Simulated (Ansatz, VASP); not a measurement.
Two plane-wave programs on SnO

INCAR

```
SYSTEM = SnO
PREC = Accurate ; ENCUT = 520
EDIFF = 1E-6 ; ISMEAR = 0
SIGMA = 0.02 ; LREAL = .FALSE.
LASPH = .TRUE. ; NELM = 60
ALGO = Normal ; ISIF = 2
LWAVE = .FALSE. ; LCHARG = .TRUE.
GGA = PE ; LELF = .TRUE.
LVHAR = .TRUE. ; NBANDS = 50
```

Contents of KPOINTS:

```
Automatic mesh
0
G
  6 6 4
  0 0 0
```

File POSCAR:

```
SnO
1.0
    2.7626985156     -2.7298174925     -0.0291122843
    2.7525849748      2.7197072172     -0.0377131518
   -0.1247915414     -0.0160562955     10.2705592600
Sn O
4 4
Direct
    0.7355854614      0.2633795672      0.8633106553
    0.2739015173      0.7440484090      0.1349487425
    0.7572459698      0.2368651919      0.3670846305
    0.2410313243      0.7817785168      0.6349171530
    0.2718761633      0.2465292227      0.2467669246
    0.7431773681      0.7823784534      0.7491064042
    0.2215019945      0.2758207736      0.7494336474
    0.7780204891      0.7599118483      0.2534839953
```

Input for Ansatz:

```yaml
crystal:
  lattice:
    - [2.7626985156, -2.7298174925, -0.0291122843]
    - [2.7525849748, 2.7197072172, -0.0377131518]
    - [-0.1247915414, -0.0160562955, 10.27055926]
  atoms:
    - { symbol: Sn, position: [0.7355854614, 0.2633795672, 0.8633106553] }
    - { symbol: Sn, position: [0.2739015173, 0.744048409, 0.1349487425] }
    - { symbol: Sn, position: [0.7572459698, 0.2368651919, 0.3670846305] }
    - { symbol: Sn, position: [0.2410313243, 0.7817785168, 0.634917153] }
    - { symbol: O, position: [0.2718761633, 0.2465292227, 0.2467669246] }
    - { symbol: O, position: [0.7431773681, 0.7823784534, 0.7491064042] }
    - { symbol: O, position: [0.2215019945, 0.2758207736, 0.7494336474] }
    - { symbol: O, position: [0.7780204891, 0.7599118483, 0.2534839953] }
basis:
  ecutwfc: 420
kpoints:
  mp_grid: { grid: [6, 6, 4] }
hamiltonian:
  xc: pbe
scf:
  occupations: { method: gaussian, width: 0.02 }
output:
  forces: true
  stress: true
  eigenvalues: true
```

Change from the starting cell: all atoms moved at random (sigma 0.04 Å), cell strained at random (1 %).

Alike in both runs: task single point; functional PBE; k mesh 6 × 6 × 4; occupations gaussian, width 0.02 eV; no spin polarisation.

|  | VASP | Ansatz |
| --- | --- | --- |
| version | VASP 6.6.1 | Ansatz 0.2.0 |
| potentials or method | VASP PAW PBE potentials, release 64 (Sn_d, O), cutoff 520 eV | scalar-relativistic, plane waves, PAW |
| valence electrons in the cell | 80 | 80 |

```tsv
	VASP	Ansatz	Ansatz less VASP
gap on the k mesh at the Fermi level (eV)	0.46	0.45	-0.007
least direct gap on the mesh (eV)	1.80	1.85	+0.042
pressure (GPa)	-1.0	-1.2	-0.16
traceless stress, the component that is largest in VASP (GPa)	1.51	1.46	-0.051
rms of the force components (eV/Å)	0.262	0.271	+0.0090
```

Atom by atom the forces differ by 0.031 eV/Å (rms over components). With one functional, cell and mesh, what is left measures potentials, basis and numerics.
